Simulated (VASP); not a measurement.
A run of VASP 6.6.1 is set up as follows.

File INCAR:

```
PREC = Accurate ; ENCUT = 520
EDIFF = 1E-6 ; ISMEAR = 0
SIGMA = 0.02 ; LREAL = False
LASPH = True ; NELM = 150
ALGO = Normal ; ISIF = 2
LWAVE = False ; LCHARG = False
ISPIN = 2 ; MAGMOM = 4.79 0 0
LORBIT = 11 ; LMAXMIX = 4
GGA = PE ; NBANDS = 24
```

The input KPOINTS:

```
Automatic mesh
0
Gamma
  10 10 10
```

The input POSCAR:

```
MnF2
1.0
    0.0000000000      2.6179783000      2.6179783000
    2.6179783000      0.0000000000      2.6179783000
    2.6179783000      2.6179783000      0.0000000000
Mn F
1 2
Direct
    0.0000000000      0.0000000000      0.0000000000
    0.2500000000      0.2500000000      0.2500000000
    0.7500000000      0.7500000000      0.7500000000
```

Potentials or basis: VASP PAW PBE potentials, release 64 (Mn_pv, F).

Run with:

```console
$ cat potpaw_PBE.64/Mn_pv/POTCAR potpaw_PBE.64/F/POTCAR > POTCAR
$ mpirun -np 1 vasp_std > vasp.out
```

(1) Predict the net moment.

(2) What does it give for the band gap on the k mesh?

(3) What does it give for the site moments?

## Answers

(1) 5.00 μB per cell.

(2) 1.95 eV.

(3) Mn +4.61; F +0.08 μB.

Caveat: a cell with one magnetic atom can't hold antiferromagnetic order, which such compounds often take.
